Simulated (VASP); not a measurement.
Set up this calculation in VASP 6.6.1, as the native input.

| Item | Value |
| --- | --- |
| Task | relaxation of cell and atoms |
| Functional | PBE |
| Potentials or basis | VASP PAW PBE potentials, release 64 (Na_pv, Tb_3, Br), 4f in core |
| Cutoff | 500 eV |
| k mesh | 4 × 4 × 4 |
| Occupations | gaussian, width 0.1 eV |
| Spin | no spin polarisation |
| Dipole correction | no |
| Further INCAR settings | ALGO = Normal; EDIFF = 1e-07; IBRION = 2; EDIFFG = -0.04; NSW = 90; ISIF = 3 |

The structure of NaTbBr4 lies in POSCAR:

```
NaTbBr4
1.0
    4.0940847904     -3.4414323918      0.0000000000
    4.0940847904      3.4414323918      0.0000000000
   -3.4141310427      0.0000000000      7.4447306475
Na Tb Br
1 1 4
Direct
    0.9158179721      0.0841820279      0.5000000000
    0.5968782739      0.4031217261      0.0000000000
    0.0276288858      0.4950377241      0.8923750378
    0.5049622759      0.9723711142      0.1076249622
    0.9572458487      0.4954059998      0.3416883460
    0.5045940002      0.0427541513      0.6583116540
```

One way to write it, as run:

INCAR

```
ALGO = Normal
EDIFF = 1E-7
EDIFFG = -0.04
ENCUT = 500
GGA = PE
GGA_COMPAT = False
IBRION = 2
ISIF = 3
ISMEAR = 0
LASPH = True
LCHARG = False
LMAXMIX = 6
LREAL = False
LWAVE = False
NELM = 200
NELMIN = 4
NSW = 90
PREC = Accurate
SIGMA = 0.1
```

KPOINTS

```
k-points
0
Gamma
  4 4 4
```

Potentials or basis: VASP PAW PBE potentials, release 64 (Na_pv, Tb_3, Br), 4f in core.

Run with:

```sh
$ cat potpaw_PBE.64/Na_pv/POTCAR potpaw_PBE.64/Tb_3/POTCAR potpaw_PBE.64/Br/POTCAR > POTCAR
$ mpirun -np 1 vasp_std > vasp.out
```

Results of the run:

- Relaxed volume: 34.87 Å³/atom
- Relaxed cell: a = 5.347 Å, b = 5.347 Å, c = 8.182 Å, α = 108.70°, β = 108.70°, γ = 80.08°
- Space group after relaxing (to 0.1 Å): C2 (No. 5)
- Energy gained by relaxing: 0.2 meV/atom
- Ionic steps: 2
- Pressure after relaxing: 0.0 GPa
- Largest force after relaxing: 0.032 eV/Å
- Band gap on the k mesh: 3.63 eV (least direct gap 3.81 eV)

Caveat: spin-orbit coupling is left out, which moves the levels of the heavy elements; the 4f electrons are frozen in the core, so they carry no moment and show no levels.

It took 100 s on 1 thread of AMD EPYC 9R45 96-Core Processor (Zen 5) (shared host), peak memory 0.36 GiB.
